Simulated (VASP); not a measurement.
# BaTe (P1) in VASP: single point with PBEsol

Aim: the single point of BaTe with PBEsol.

Program: VASP 6.6.1. These are calculated values, not measurements. Logs are shortened: lines on timing, memory, paths and dates and some standing lists are left out, and cuts for length are marked.

## (1) The cell of the first run

The typed cell holds 2 atoms: a = 4.909 Å, b = 4.909 Å, c = 4.909 Å, α = 60.00°, β = 60.00°, γ = 60.00°.

## (2) Single point, PBEsol (atoms moved at random)

The input, INCAR:

```
SYSTEM = BaTe
PREC = Accurate
ENCUT = 500
EDIFF = 1E-6
ISMEAR = 0
SIGMA = 0.05
LREAL = .False.
LASPH = .True.
NELM = 120
ALGO = Normal
ISIF = 2
LWAVE = .False.
LCHARG = .False.
GGA = PS
NBANDS = 15
GGA_COMPAT = .False.
```

The input, KPOINTS:

```
Automatic mesh
0
Gamma
  6 6 6
  0 0 0
```

The input, POSCAR:

```
BaTe
1.0
    0.0000000000      3.4713973956      3.4713973956
    3.4713973956      0.0000000000      3.4713973956
    3.4713973956      3.4713973956      0.0000000000
Ba Te
1 1
Direct
   -0.0006577967      0.0028503296     -0.0032922628
    0.5006577967      0.4971496704      0.5032922628
```

Potentials or basis: VASP PAW PBE potentials, release 64 (Ba_sv, Te).

On the command line:

```
$ cat potpaw_PBE.64/Ba_sv/POTCAR potpaw_PBE.64/Te/POTCAR > POTCAR
$ mpirun -np 1 vasp_std > vasp.out
```

OUTCAR:

```text
SYSTEM = BaTe
   PREC = Accurate
   ENCUT = 500
   EDIFF = 1E-6
   ISMEAR = 0
   LREAL = .False.
   LASPH = .True.
   NELM = 120
   ISIF = 2
   GGA = PS

 ion  position               nearest neighbor table
   1  0.999  0.003  0.997-   2 3.44   2 3.46   2 3.47   2 3.47   2 3.49   2 3.50
   2  0.501  0.497  0.503-   1 3.44   1 3.46   1 3.47   1 3.47   1 3.49   1 3.50

  LATTYP: Found a face centered cubic cell.
 ALAT       =     6.9427947912

  Lattice vectors:

 A1 = (   0.0000000000,   3.4713973956,   3.4713973956)
 A2 = (   3.4713973956,   0.0000000000,   3.4713973956)
 A3 = (   3.4713973956,   3.4713973956,   0.0000000000)

Analysis of symmetry for initial positions (statically):
=====================================================================
 Subroutine PRICEL returns:
 Original cell was already a primitive cell.

 Routine SETGRP: Setting up the symmetry group for a
 face centered cubic supercell.

 Subroutine GETGRP returns: Found  1 space group operations
 (whereof  1 operations were pure point group operations)
 out of a pool of 48 trial point group operations.

The static configuration has the point symmetry C_1 .

Analysis of symmetry for dynamics (positions and initial velocities):
=====================================================================
 Subroutine PRICEL returns:
 Original cell was already a primitive cell.

 Routine SETGRP: Setting up the symmetry group for a
 face centered cubic supercell.

 Subroutine GETGRP returns: Found  1 space group operations
 (whereof  1 operations were pure point group operations)
 out of a pool of 48 trial point group operations.

The dynamic configuration has the point symmetry C_1 .

 Subroutine INISYM returns: Found  1 space group operations
 (whereof  1 operations are pure point group operations),
 and found     1 'primitive' translations

----------------------------------------------------------------------------------------

                                     Primitive cell

  volume of cell :      83.6648

  direct lattice vectors                    reciprocal lattice vectors
     0.000000000  3.471397396  3.471397396    -0.144034215  0.144034215  0.144034215
     3.471397396  0.000000000  3.471397396     0.144034215 -0.144034215  0.144034215
     3.471397396  3.471397396  0.000000000     0.144034215  0.144034215 -0.144034215

  length of vectors
     4.909297277  4.909297277  4.909297277     0.249474579  0.249474579  0.249474579

  position of ions in fractional coordinates (direct lattice)
     0.999342203  0.002850330  0.996707737
     0.500657797  0.497149670  0.503292263

  ion indices of the primitive-cell ions
   primitive index   ion index
                 1           1
                 2           2

----------------------------------------------------------------------------------------

 KPOINTS: Automatic mesh

Automatic generation of k-mesh.
 Grid dimensions read from file:
 generate k-points for:    6    6    6

 Generating k-lattice:

  Cartesian coordinates                     Fractional coordinates (reciprocal lattice)
    -0.024005703  0.024005703  0.024005703     0.166666667  0.000000000  0.000000000
     0.024005703 -0.024005703  0.024005703     0.000000000  0.166666667  0.000000000
     0.024005703  0.024005703 -0.024005703     0.000000000  0.000000000  0.166666667

  Length of vectors
     0.041579096  0.041579096  0.041579096

  Shift w.r.t. Gamma in fractional coordinates (k-lattice)
     0.000000000  0.000000000  0.000000000

 Subroutine IBZKPT returns following result:
 ===========================================

 Found    112 irreducible k-points:

 Following reciprocal coordinates:
            Coordinates               Weight
  0.000000  0.000000  0.000000      1.000000
  0.166667  0.000000  0.000000      2.000000
  0.000000  0.166667  0.000000      2.000000
  0.000000  0.000000  0.166667      2.000000
  0.166667  0.166667  0.166667      2.000000
  0.333333  0.000000  0.000000      2.000000
[... 16 lines left out ...]
  0.166667 -0.166667 -0.166667      2.000000
  0.333333  0.333333  0.166667      2.000000
 [... further k-points ...]
   k-points           NKPTS =    112   k-points in BZ     NKDIM =    112   number of bands    NBANDS=     15
   number of dos      NEDOS =    301   number of ions     NIONS =      2
   total plane-waves  NPLWV =  46656
   dimension x,y,z NGX =    36 NGY =   36 NGZ =   36
   dimension x,y,z NGXF=    72 NGYF=   72 NGZF=   72
   ions per type =               1   1
   NGX,Y,Z   is equivalent  to a cutoff of  12.19, 12.19, 12.19 a.u.
   NGXF,Y,Z  is equivalent  to a cutoff of  24.38, 24.38, 24.38 a.u.
 SYSTEM =  BaTe
   PREC   = accura    normal or accurate (medium, high low for compatibility)
   ISTART =      0    job   : 0-new  1-cont  2-samecut
   ICHARG =      2    charge: 1-file 2-atom 10-const
   ISPIN  =      1    spin polarized calculation?
   LNONCOLLINEAR =      F non collinear calculations
   LSORBIT =      F    spin-orbit coupling
   LASPH  =      T    aspherical Exc in radial PAW
   ENCUT  =  500.0 eV  36.75 Ry    6.06 a.u.   8.95  8.95  8.95*2*pi/ulx,y,z
   NELM   =    120;   NELMIN=  2; NELMDL= -5     # of ELM steps
   EDIFF  = 0.1E-05   stopping-criterion for ELM
   LREAL  =      F    real-space projection
[... 7 lines left out ...]
   TEBEG  =    0.0;   TEEND  =   0.0 temperature during run
   PSTRESS=    0.0 pullay stress
   NELECT =      16.0000    total number of electrons
   NUPDOWN=      -1.0000    fix difference up-down
   EMIN   =  10.00;   EMAX   =-10.00  energy-range for DOS
   EFERMI =   0.00;   METHOD = LEGACY
   ISMEAR =     0;   SIGMA  =   0.05  broadening in eV -4-tet -1-fermi 0-gaus
   EFERMI_NEDOS =   21; number of points for ismear=-14 and -15
   IALGO  =     38    algorithm
   IMIX   =      4    mixing-type and parameters
     AMIX     =   0.40;   BMIX     =  1.00
     AMIX_MAG =   1.60;   BMIX_MAG =  1.00
  volume/ion in A,a.u.               =      41.83       282.30
  Fermi-wavevector in a.u.,A,eV,Ry     =   0.943193  1.782376 12.103916  0.889613
  Thomas-Fermi vector in A             =   2.070876
   LORBIT       =      0    0 simple, 1 ext, 2 COOP (PROOUT), +10 PAW based schemes
   GGA     = PS    functional components
   LHFCALC =     F    Hartree Fock is set to
   AEXX    =    0.0000 exact exchange contribution
   IVDW    =     0    specifies the selected vdW correction
   LEPSILON=     F    determine dielectric tensor
   LRPA    =     F    only Hartree local field effects (RPA)
 non-spin polarized calculation
 Gauss-broadening in eV      SIGMA  =   0.05
  energy-cutoff  :      500.00
  volume of cell :       83.66
 maximum number of plane-waves:      2158
   NGX = 17   NGY = 17   NGZ = 17

 number of electron      16.0000000 magnetization

 Free energy of the ion-electron system (eV)
  ---------------------------------------------------
  ext. energy  EPLUGINS =         0.00000000
  ---------------------------------------------------
  free energy    TOTEN  =        -9.18906832 eV

  energy without entropy =       -9.18906832  energy(sigma->0) =       -9.18906832

 E-fermi :   2.6303     XC(G=0):  -8.5094

 val. band max:        2.3097581103   @ k =   0.0000   0.0000   0.0000
 cond. band min:       3.6854256417   @ k =   0.5000   0.0000   0.5000
 fundamental gap:      1.3756675314
 Fermi energy:         2.6302887144

 k-point     1 :       0.0000    0.0000    0.0000
  band No.  band energies     occupation
      1     -24.6085      2.00000
      2      -9.7535      2.00000
      3      -9.7531      2.00000
      4      -9.7530      2.00000
      5      -7.3237      2.00000
      6       2.3096      2.00000
      7       2.3096      2.00000
      8       2.3098      2.00000
      9       5.1584      0.00000
     10       5.1597      0.00000
     11       5.1605      0.00000
     12       5.1611      0.00000
     13       5.8314      0.00000
     14       5.8337      0.00000
     15       9.1465      0.00000

 k-point     2 :       0.1667    0.0000    0.0000
  band No.  band energies     occupation
      1     -24.6046      2.00000
      2      -9.8978      2.00000
      3      -9.7565      2.00000
      4      -9.7563      2.00000
      5      -7.1025      2.00000
      6       1.4574      2.00000
      7       1.9052      2.00000
      8       1.9067      2.00000
      9       5.1980      0.00000
     10       5.5076      0.00000
     11       5.5081      0.00000
     12       6.2858      0.00000
     13       6.6294      0.00000
     14       6.6344      0.00000
     15      10.0197      0.00000

 k-point     3 :       0.0000    0.1667    0.0000
  band No.  band energies     occupation
      1     -24.6046      2.00000
      2      -9.8977      2.00000
      3      -9.7565      2.00000
      4      -9.7563      2.00000
      5      -7.1026      2.00000
      6       1.4578      2.00000
      7       1.9050      2.00000
      8       1.9057      2.00000
      9       5.1990      0.00000
     10       5.5076      0.00000
     11       5.5086      0.00000
     12       6.2878      0.00000
     13       6.6293      0.00000
     14       6.6316      0.00000
     15      10.0196      0.00000
[... 343 lines left out ...]
 k-point    23 :       0.1667   -0.1667   -0.1667
  band No.  band energies     occupation
      1     -24.5969      2.00000
      2     -10.0433      2.00000
      3      -9.7921      2.00000
      4      -9.7871      2.00000
      5      -6.8515      2.00000
      6       0.6020      2.00000
      7       1.5618      2.00000
      8       1.7229      2.00000
      9       4.7385      0.00000
     10       6.4571      0.00000
     11       6.6571      0.00000
     12       7.0776      0.00000
     13       7.1640      0.00000
     14       9.2199      0.00000
     15      10.5243      0.00000

 k-point    24 :       0.3333    0.3333    0.1667
  band No.  band energies     occupation
      1     -24.5969      2.00000
      2     -10.0435      2.00000
      3      -9.7921      2.00000
      4      -9.7871      2.00000
      5      -6.8514      2.00000
      6       0.6022      2.00000
      7       1.5628      2.00000
      8       1.7217      2.00000
      9       4.7395      0.00000
     10       6.4560      0.00000
     11       6.6562      0.00000
     12       7.0776      0.00000
     13       7.1645      0.00000
     14       9.2188      0.00000
     15      10.5284      0.00000

 [... further k-points ...]

------------------------ aborting loop because EDIFF is reached ----------------------------------------

  FORCE on cell =-STRESS in cart. coord.  units (eV):
  Direction    XX          YY          ZZ          XY          YZ          ZX
  --------------------------------------------------------------------------------------
  -------------------------------------------------------------------------------------
  Total        0.1927111      0.2065051      0.1968438     -0.0003787      0.0018742      0.0002094
  in kB        3.6904069      3.9545611      3.7695478     -0.0072514      0.0358900      0.0040092
  external PRESSURE =       3.8048386 kB  Pullay stress =       0.0000000 kB

 VOLUME and BASIS-vectors are now :
 -----------------------------------------------------------------------------
  energy-cutoff  :      500.00
  volume of cell :       83.66
      direct lattice vectors                 reciprocal lattice vectors
     0.000000000  3.471397396  3.471397396    -0.144034215  0.144034215  0.144034215
     3.471397396  0.000000000  3.471397396     0.144034215 -0.144034215  0.144034215
     3.471397396  3.471397396  0.000000000     0.144034215  0.144034215 -0.144034215

 POSITION                                       TOTAL-FORCE (eV/Angst)
 -----------------------------------------------------------------------------------
      3.46986      6.92908      3.47901         0.007101      0.063701     -0.035270
      3.47293      3.48511      3.46379        -0.007101     -0.063701      0.035270
 -----------------------------------------------------------------------------------
    total drift:                                0.000006      0.000086     -0.000029

  FREE ENERGIE OF THE ION-ELECTRON SYSTEM (eV)
  ---------------------------------------------------
  free  energy   TOTEN  =        -9.1890683218 eV

  energy  without entropy=       -9.1890683218  energy(sigma->0) =       -9.18906832
```

Wall time 2.7 min (1 thread of Intel Xeon 8259CL, shared host); peak memory 0.3 GiB.

Results:

* Free energy: -9.1891 eV
* Pressure: 0.4 GPa
* Largest force: 0.073 eV/Å
* Band gap on the k mesh: 1.38 eV (least direct gap 1.76 eV)

Forces in eV/Å, atoms in the order of the input:
```
Ba   0.007  0.064 -0.035
Te  -0.007 -0.064  0.035
```

Caveat: the cell differs from its parent crystal (atoms moved at random); the PAW data sets were made with another functional, which shifts forces and pressure a little; spin-orbit coupling is left out, which moves the levels of the heavy elements. A k mesh can miss the band edges.
